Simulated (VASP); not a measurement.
Li7V2O8F2 (a cell with a defect), 19 atoms in the cell. The cell holds a defect, 19 atoms: a = 5.315 Å, b = 5.315 Å, c = 9.061 Å, α = 90.40°, β = 90.40°, γ = 109.86°. 

```yaml
Program: VASP 6.6.1
Task: single point
Functional: LDA
Potentials_or_basis: VASP PAW LDA potentials, release 64 (Li_sv, V_sv, O, F)
Cutoff: 520 eV
k_mesh: 2 × 2 × 1
Occupations: fermi-dirac, width 0.05 eV
Spin: collinear spin, ferromagnetic start
Starting_moments: "[0.0, 0.0, 0.0, 0.0, 0.0, 0.0, 0.0, 1.5, 1.5, 0.0, 0.0, 0.0, 0.0, 0.0, 0.0, 0.0, 0.0, 0.0, 0.0] μB"
Dipole_correction: no
Charge: -1
Further_INCAR_settings: LREAL = Auto; ALGO = Normal; EDIFF = 1e-06; NBANDS = 74; NELECT = 110.0
```

Potentials or basis: VASP PAW LDA potentials, release 64 (Li_sv, V_sv, O, F).

Launch:

```sh
$ cat potpaw_LDA.64/Li_sv/POTCAR potpaw_LDA.64/V_sv/POTCAR potpaw_LDA.64/O/POTCAR potpaw_LDA.64/F/POTCAR > POTCAR
$ mpirun -np 1 vasp_std > vasp.out
```

Hardware: 1 thread of Intel(R) Xeon(R) Platinum 8488C (Sapphire Rapids) (shared host).

Q: How long does it take, and how much memory?

A: Wall time 5.1 min on 1 thread of Intel(R) Xeon(R) Platinum 8488C (Sapphire Rapids) (shared host), peak memory 0.33 GiB. Counts: scf iterations 22, k points 4.
